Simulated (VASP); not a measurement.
AgCl: single point with PBE

AgCl:

```
Ag Cl
1.0
     3.43397    0.00000    0.00000
     0.00000    3.43397    0.00000
     0.00000    0.00000    3.43397
Ag Cl
1 1
Direct
  0.00000 0.00000 0.00000
  0.50000 0.50000 0.50000
```

| Property | Result |
| --- | --- |
| Program | VASP 6.6.1 |
| Task | single point |
| Functional | PBE |
| Potentials or basis | VASP PAW PBE potentials, release 64 (Ag, Cl) |
| Cutoff | 500 eV |
| k mesh | 2 × 2 × 2 |
| Occupations | methfessel-paxton, width 0.003 eV |
| Spin | no spin polarisation |
| Dipole correction | no |
| Further INCAR settings | ALGO = Normal; EDIFF = 1e-06; NBANDS = 16 |

The pressure is 6.9 GPa. The band gap on the k mesh is 0.33 eV (least direct gap 1.71 eV).

Levels at points of the mesh, in eV from the valence-band top:
```csv
k point,band 5,band 6,band 7,band 8,band 9,band 10,band 11,band 12,band 13,band 14
"(0.00, 0.00, 0.00)",-2.20,-2.20,-1.38,-1.38,-1.38,0.33,9.30,9.30,13.41,13.41
"(0.50, 0.00, 0.00)",-3.00,-2.15,-1.80,0.00,0.00,4.70,5.37,9.32,9.80,9.80
"(0.50, 0.50, 0.00)",-2.49,-2.48,-2.48,-1.92,-0.71,2.46,8.76,8.76,10.52,13.61
"(0.50, 0.50, 0.50)",-1.91,-1.91,-0.33,-0.33,-0.33,4.53,4.53,4.53,6.35,17.39
```

Run time: 6.9 s on 1 thread of AMD EPYC 7R13, with other jobs on the host, peak memory 0.15 GiB.

Caveat: the k points lie up to 0.91 Å⁻¹ apart, too coarse for converged energies, forces and pressures; semilocal functionals underestimate gaps, and a narrow one can read as zero. A k mesh can miss the band edges.
